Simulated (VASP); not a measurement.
Write the native input for VASP 6.6.1 that does the following.

```
Task                   : relaxation of cell and atoms
Functional             : PBEsol
Potentials or basis    : VASP PAW PBE potentials, release 64 (Tl_d)
Cutoff                 : 600 eV
k mesh                 : 8 × 8 × 11
Occupations            : fermi-dirac, width 0.08 eV
Spin                   : no spin polarisation
Target pressure        : 67 GPa
Dipole correction      : no
Further INCAR settings : ALGO = Normal; EDIFF = 1e-06; IBRION = 2; EDIFFG = -0.005; NSW = 32; ISIF = 3
```

The structure of Tl lies in POSCAR:

```
Tl
1.0
    4.6881301893      0.0000000000      0.0000000000
   -2.3440650947      4.0600398402      0.0000000000
    0.0000000000      0.0000000000      2.7849569259
Tl
3
Direct
    0.0000000000      0.0000000000      0.0000000000
    0.3333333333      0.6666666667      0.5000000000
    0.6666666667      0.3333333333      0.5000000000
```

This isn't the form of Tl at room conditions, which is hcp.

One way to write it, as run:

INCAR

```
SYSTEM = Tl
PREC     = Accurate       ! precision mode
ENCUT    = 600            ! plane-wave cutoff, eV
EDIFF    = 1E-6           ! SCF threshold, eV
ISMEAR   = -1             ! smearing method
SIGMA    = 0.08           ! smearing width, eV
LREAL    = .FALSE.        ! projectors in reciprocal space
LASPH    = .TRUE.         ! aspherical terms in the spheres
NELM     = 100            ! most SCF steps
ALGO     = Normal         ! electronic algorithm
ISIF     = 3              ! what is computed and relaxed
LWAVE    = .FALSE.        ! write WAVECAR
LCHARG   = .FALSE.        ! write CHGCAR
GGA      = PS             ! functional
IBRION   = 2              ! ionic algorithm
NSW      = 32             ! ionic steps
EDIFFG   = -0.005         ! ionic threshold
PSTRESS  = 670.0
```

KPOINTS

```
regular mesh
0
G
  8 8 11
  0 0 0
```

Potentials or basis: VASP PAW PBE potentials, release 64 (Tl_d).

Launch:

```sh
$ cat potpaw_PBE.64/Tl_d/POTCAR > POTCAR
$ mpirun -np 1 vasp_std > vasp.out
```

It gave:

```yaml
Relaxed_volume: 17.68 Å³/atom
Relaxed_cell: a = 4.689 Å, b = 4.689 Å, c = 2.785 Å, α = 90.00°, β = 90.00°, γ = 120.00°
Space_group_after_relaxing_to_0.1_Å: P6/mmm (No. 191)
Energy_change_on_relaxing_the_run_minimises_the_enthalpy: -3.0 meV/atom
Ionic_steps: 3
Pressure_after_relaxing: 67.0 GPa
Band_gap_on_the_k_mesh: zero (an odd number of electrons rules out a gap without spin polarisation)
```

Caveat: the cell is relaxed towards a set pressure, so the run minimises the enthalpy, not the energy; the PAW data sets were made with another functional, which shifts forces and pressure a little; spin-orbit coupling is left out, which moves the levels of the heavy elements.

Wall time 5 min on 1 thread of Intel Xeon 8259CL, with other jobs on the host, peak memory 0.24 GiB.
